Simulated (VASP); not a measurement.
# ScAl3N4 (P-43m) in VASP: further runs, part 2 of 2

VASP 6.6.1.

### Step 3. Relaxation of cell and atoms, PBEsol

Contents of INCAR:

```
PREC     = Accurate       # precision mode
ENCUT    = 600            # plane-wave cutoff, eV
EDIFF    = 1E-6           # SCF threshold, eV
ISMEAR   = 0              # smearing method
SIGMA    = 0.02           # smearing width, eV
LREAL    = F              # projectors in reciprocal space
LASPH    = T              # aspherical terms in the spheres
NELM     = 100            # most SCF steps
ALGO     = Normal         # electronic algorithm
ISIF     = 3              # what is computed and relaxed
LWAVE    = F              # write WAVECAR
LCHARG   = F              # write CHGCAR
GGA      = PS             # functional
IBRION   = 2              # ionic algorithm
NSW      = 100            # ionic steps
EDIFFG   = -0.005         # ionic threshold
```

Contents of KPOINTS:

```
Automatic mesh
0
Gamma
  6 6 6
```

Contents of POSCAR:

```
ScAl3N4
1.0
    4.5005495747      0.0000000000      0.0000000000
    0.0000000000      4.5005495747      0.0000000000
    0.0000000000      0.0000000000      4.5005495747
Sc Al N
1 3 4
Direct
    0.0000000000      0.0000000000      0.0000000000
    0.5000000000      0.5000000000      0.0000000000
    0.5000000000      0.0000000000      0.5000000000
    0.0000000000      0.5000000000      0.5000000000
    0.7375001181      0.7375001181      0.2624998819
    0.7375001181      0.2624998819      0.7375001181
    0.2624998819      0.7375001181      0.7375001181
    0.2624998819      0.2624998819      0.2624998819
```

Potentials or basis: VASP PAW PBE potentials, release 64 (Sc_sv, Al, N).

On the command line:

```sh
cat potpaw_PBE.64/Sc_sv/POTCAR potpaw_PBE.64/Al/POTCAR potpaw_PBE.64/N/POTCAR > POTCAR
mpirun -np 1 vasp_std > vasp.out
```

OUTCAR:

```text
PREC = Accurate
   ENCUT = 600
   EDIFF = 1E-6
   ISMEAR = 0
   LREAL = F
   LASPH = T
   NELM = 100
   ISIF = 3
   GGA = PS
   IBRION = 2
   NSW = 100
   EDIFFG = -0.005

 ion  position               nearest neighbor table
   1  0.000  0.000  0.000-   5 2.05   6 2.05   7 2.05   8 2.05   3 3.18   4 3.18   2 3.18   3 3.18
                             4 3.18   2 3.18   4 3.18   4 3.18   2 3.18   3 3.18   3 3.18   2 3.18
   2  0.500  0.500  0.000-   5 1.92   6 1.92   7 1.92   8 1.92   3 3.18   4 3.18   1 3.18   3 3.18
                             4 3.18   1 3.18   3 3.18   3 3.18   1 3.18   4 3.18   4 3.18   1 3.18
   3  0.500  0.000  0.500-   5 1.92   6 1.92   7 1.92   8 1.92   2 3.18   4 3.18   1 3.18   1 3.18
                             2 3.18   2 3.18   4 3.18   2 3.18   1 3.18   4 3.18   1 3.18   4 3.18
   4  0.000  0.500  0.500-   5 1.92   6 1.92   7 1.92   8 1.92   2 3.18   3 3.18   1 3.18   1 3.18
                             2 3.18   1 3.18   3 3.18   1 3.18   2 3.18   3 3.18   2 3.18   3 3.18
   5  0.738  0.738  0.262-   2 1.92   3 1.92   4 1.92   1 2.05
   6  0.738  0.262  0.738-   2 1.92   3 1.92   4 1.92   1 2.05
   7  0.262  0.738  0.738-   2 1.92   3 1.92   4 1.92   1 2.05
   8  0.262  0.262  0.262-   2 1.92   3 1.92   4 1.92   1 2.05

  LATTYP: Found a simple cubic cell.
 ALAT       =     4.5005495747

  Lattice vectors:

 A1 = (   4.5005495747,   0.0000000000,   0.0000000000)
 A2 = (   0.0000000000,   4.5005495747,   0.0000000000)
 A3 = (   0.0000000000,   0.0000000000,   4.5005495747)

Analysis of symmetry for initial positions (statically):
=====================================================================
 Subroutine PRICEL returns:
 Original cell was already a primitive cell.

 Routine SETGRP: Setting up the symmetry group for a
 simple cubic supercell.

 Subroutine GETGRP returns: Found 24 space group operations
 (whereof 24 operations were pure point group operations)
 out of a pool of 48 trial point group operations.

The static configuration has the point symmetry T_d .

Analysis of symmetry for dynamics (positions and initial velocities):
=====================================================================
 Subroutine PRICEL returns:
 Original cell was already a primitive cell.

 Routine SETGRP: Setting up the symmetry group for a
 simple cubic supercell.
[... 127 lines left out ...]
   ISMEAR =     0;   SIGMA  =   0.02  broadening in eV -4-tet -1-fermi 0-gaus
   EFERMI_NEDOS =   21; number of points for ismear=-14 and -15
   IALGO  =     38    algorithm
   IMIX   =      4    mixing-type and parameters
     AMIX     =   0.40;   BMIX     =  1.00
     AMIX_MAG =   1.60;   BMIX_MAG =  1.00
  volume/ion in A,a.u.               =      11.39        76.90
  Fermi-wavevector in a.u.,A,eV,Ry     =   1.244025  2.350867 21.056368  1.547599
  Thomas-Fermi vector in A             =   2.378310
   LORBIT       =      0    0 simple, 1 ext, 2 COOP (PROOUT), +10 PAW based schemes
   GGA     = PS    functional components
   LHFCALC =     F    Hartree Fock is set to
   AEXX    =    0.0000 exact exchange contribution
   IVDW    =     0    specifies the selected vdW correction
   LEPSILON=     F    determine dielectric tensor
   LRPA    =     F    only Hartree local field effects (RPA)
 conjugate gradient relaxation of ions
 non-spin polarized calculation
 Gauss-broadening in eV      SIGMA  =   0.02
  energy-cutoff  :      600.00
  volume of cell :       91.16
 maximum number of plane-waves:      3112
 NGX is ok and might be reduce to    36
   NGX = 17   NGY = 17   NGZ = 17

--------------------------------------- Ionic step        1  -------------------------------------------

 number of electron      40.0000010 magnetization

 Free energy of the ion-electron system (eV)
  ---------------------------------------------------
  ext. energy  EPLUGINS =         0.00000000
  ---------------------------------------------------
  free energy    TOTEN  =       -64.76871365 eV

  energy without entropy =      -64.76871365  energy(sigma->0) =      -64.76871365

------------------------ aborting loop because EDIFF is reached ----------------------------------------

  FORCE on cell =-STRESS in cart. coord.  units (eV):
  Direction    XX          YY          ZZ          XY          YZ          ZX
  --------------------------------------------------------------------------------------
  -------------------------------------------------------------------------------------
  Total       -0.1148347     -0.1148347     -0.1148347     -0.0000000     -0.0000000     -0.0000000
  in kB       -2.0183064     -2.0183064     -2.0183064     -0.0000000     -0.0000000     -0.0000000
  external PRESSURE =      -2.0183064 kB  Pullay stress =       0.0000000 kB
[... 113 lines left out ...]
--------------------------------------- Ionic step        4  -------------------------------------------

 number of electron      40.0000011 magnetization

 Free energy of the ion-electron system (eV)
  ---------------------------------------------------
  ext. energy  EPLUGINS =         0.00000000
  ---------------------------------------------------
  free energy    TOTEN  =       -64.76904233 eV

  energy without entropy =      -64.76904233  energy(sigma->0) =      -64.76904233

 E-fermi :   5.0112     XC(G=0): -11.0151

 val. band max:        4.8909290851   @ k =   0.5000   0.0000   0.0000
 cond. band min:       8.0533754456   @ k =   0.0000   0.0000   0.0000
 fundamental gap:      3.1624463605
 Fermi energy:         5.0112124717

 k-point     1 :       0.0000    0.0000    0.0000
  band No.  band energies     occupation
      1     -41.4473      2.00000
      2     -20.3593      2.00000
      3     -20.3593      2.00000
      4     -20.3593      2.00000
      5      -9.3291      2.00000
      6      -6.9418      2.00000
[... 584 lines left out ...]
  FREE ENERGIE OF THE ION-ELECTRON SYSTEM (eV)
  ---------------------------------------------------
  free  energy   TOTEN  =       -64.7690423276 eV

  energy  without entropy=      -64.7690423276  energy(sigma->0) =      -64.76904233

 reached required accuracy - stopping structural energy minimisation
```

Run time: 74 s. Hardware: 1 thread of AMD EPYC 9R45 (Zen 5), shared host; peak memory 0.21 GiB.

What came out:

- Free energy: -64.7690 eV
- Relaxed volume: 11.38 Å³/atom
- Relaxed cell: a = 4.499 Å, b = 4.499 Å, c = 4.499 Å, α = 90.00°, β = 90.00°, γ = 90.00°
- Space group after relaxing (to 0.05 Å): P-43m (No. 215)
- Energy gained by relaxing: 0.0 meV/atom
- Ionic steps: 4
- Pressure after relaxing: 0.0 GPa
- Largest force after relaxing: 0.005 eV/Å
- Band gap on the k mesh: 3.16 eV, indirect (least direct gap 3.62 eV)

Forces on the atoms (eV/Å):
```
Sc   0.000  0.000  0.000
Al   0.000  0.000  0.000
Al   0.000  0.000  0.000
Al   0.000  0.000  0.000
N    0.003  0.003 -0.003
N    0.003 -0.003  0.003
N   -0.003  0.003  0.003
N   -0.003 -0.003 -0.003
```

The path:
```csv
step,energy change (eV),largest force (eV/Å),pressure (GPa),volume (Å³)
1,0.0000,0.0576,-0.20,91.16
2,-0.0003,0.0105,0.13,90.97
3,-0.0003,0.0069,0.07,91.02
4,-0.0003,0.0048,-0.03,91.07
```

Final structure:
```cif
data_structure
_symmetry_space_group_name_H-M 'P 1'
_symmetry_Int_Tables_number 1
_cell_length_a 4.4991
_cell_length_b 4.4991
_cell_length_c 4.4991
_cell_angle_alpha 90.000
_cell_angle_beta 90.000
_cell_angle_gamma 90.000
_cell_volume 91.07
loop_
_atom_site_label
_atom_site_type_symbol
_atom_site_fract_x
_atom_site_fract_y
_atom_site_fract_z
_atom_site_occupancy
Sc1 Sc 0.00000 0.00000 0.00000 1
Al1 Al 0.50000 0.50000 0.00000 1
Al2 Al 0.50000 0.00000 0.50000 1
Al3 Al 0.00000 0.50000 0.50000 1
N1 N 0.73718 0.73718 0.26282 1
N2 N 0.73718 0.26282 0.73718 1
N3 N 0.26282 0.73718 0.73718 1
N4 N 0.26282 0.26282 0.26282 1
```

Caveat: the PAW data sets were made with another functional, which shifts forces and pressure a little.
